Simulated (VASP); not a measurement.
Runs of VASP 6.6.1 on Be2Ga2C3. The structure is that of space group P6/mmm (No. 191), or close to it. The cells are those of the table. 

```tsv
task	cell	k mesh	cutoff (eV)	gap on the mesh (eV)	pressure (GPa)	relaxed volume (Å³/atom)	largest force (eV/Å)
relaxation of cell and atoms	relaxed from a = 4.345, b = 4.345, c = 6.705 Å, angles 90.0, 90.0, 120.0°, 7 atoms	6 × 6 × 4	600	-	0.0	10.84	0.01
single point	a = 2.860, b = 2.860, c = 12.059 Å, angles 90.0, 90.0, 120.0°, 7 atoms	9 × 9 × 2	520	none	0.3	-	0.01
single point	a = 2.852, b = 2.852, c = 12.644 Å, angles 90.0, 90.0, 120.0°, 7 atoms	15 × 15 × 4	520	none	(b)	-	-
single point	a = 2.874, b = 2.874, c = 11.280 Å, angles 90.0, 90.0, 120.0°, 7 atoms	6 × 6 × 4	520	none	0.3	-	-
single point	a = 4.345, b = 4.345, c = 6.705 Å, angles 90.0, 90.0, 120.0°, 7 atoms	6 × 6 × 4	520	none	-15.9	-	2.71
relaxation of cell and atoms	relaxed from a = 2.874, b = 2.874, c = 11.280 Å, angles 90.0, 90.0, 120.0°, 7 atoms	9 × 9 × 2	600	-	0.0	(a)	0.03
relaxation of cell and atoms	relaxed from a = 2.860, b = 2.860, c = 12.059 Å, angles 90.0, 90.0, 120.0°, 7 atoms	15 × 15 × 4	600	-	0.0	12.73	-
```

Alike in all rows: level PBE; potentials or basis VASP PAW PBE potentials, release 64 (Be, Ga_d, C); no spin polarisation; smearing gaussian 0.1 eV.

Task: Fill in the values left out.

Result: (a) 12.33; (b) 0.2.

Caveats: some runs use coarse meshes; the bands computed are all filled at some k points, so no gap is given (some runs); the volume moved by over 15 % at a fixed basis, so the end points are rough (some runs); forces of over 1 eV/Å act on the atoms, so gaps and moduli don't describe the material at rest (some runs).

A k mesh can miss the band edges, and the runs leave out spin-orbit coupling on Ga.

A gap of «none» marks levels without a gap at the run's occupations.
